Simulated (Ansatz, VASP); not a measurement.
**ZnAu in VASP and in Ansatz**

File INCAR:

```
SYSTEM = ZnAu
PREC = Accurate ; ENCUT = 520
EDIFF = 1E-6 ; ISMEAR = 0
SIGMA = 0.1 ; LREAL = .FALSE.
LASPH = .TRUE. ; NELM = 100
ALGO = Normal ; ISIF = 2
LWAVE = .FALSE. ; LCHARG = .FALSE.
GGA = PS ; NBANDS = 18
```

File KPOINTS:

```
Automatic mesh
0
G
  14 14 14
  0 0 0
```

Contents of POSCAR:

```
ZnAu
1.0
    3.1591628019      0.0000000000      0.0000000000
    0.0000000000      3.1591628019      0.0000000000
    0.0000000000      0.0000000000      3.1591628019
Zn Au
1 1
Direct
    0.5000000000      0.5000000000      0.5000000000
    0.0000000000      0.0000000000      0.0000000000
```

Input for Ansatz:

```yaml
crystal:
  lattice:
    - [3.1591628067, 0.0, 0.0]
    - [0.0, 3.1591628067, 0.0]
    - [0.0, 0.0, 3.1591628067]
  atoms:
    - { symbol: Zn, position: [0.5, 0.5, 0.5] }
    - { symbol: Au, position: [0.0, 0.0, 0.0] }
basis:
  ecutwfc: 420
kpoints:
  mp_grid: { grid: [14, 14, 14] }
hamiltonian:
  xc: pbesol
scf:
  occupations: { method: gaussian, width: 0.1 }
output:
  forces: true
  stress: true
  eigenvalues: true
```

Alike in both runs: task single point; functional PBEsol; k mesh 14 × 14 × 14; occupations gaussian, width 0.1 eV; no spin polarisation.

|  | VASP | Ansatz |
| --- | --- | --- |
| version | VASP 6.6.1 | Ansatz 0.2.0 |
| potentials or method | VASP PAW PBE potentials, release 64 (Zn, Au), cutoff 520 eV | scalar-relativistic, plane waves, PAW |
| valence electrons in the cell | 23 | 31 |

|  | VASP | Ansatz | Ansatz less VASP |
| --- | --- | --- | --- |
| gap on the k mesh at the Fermi level (eV) | none | none | - |
| pressure (GPa) | -3.8 | -3.9 | -0.10 |

VASP's potentials were made for PBE, not for PBEsol. A gap of «none» marks a metal or a gap that the smearing closes. VASP's potentials hold 23 valence electrons a cell and Ansatz's 31, so a difference there can come from the potentials and not from the codes.

Spin-orbit coupling is off throughout.
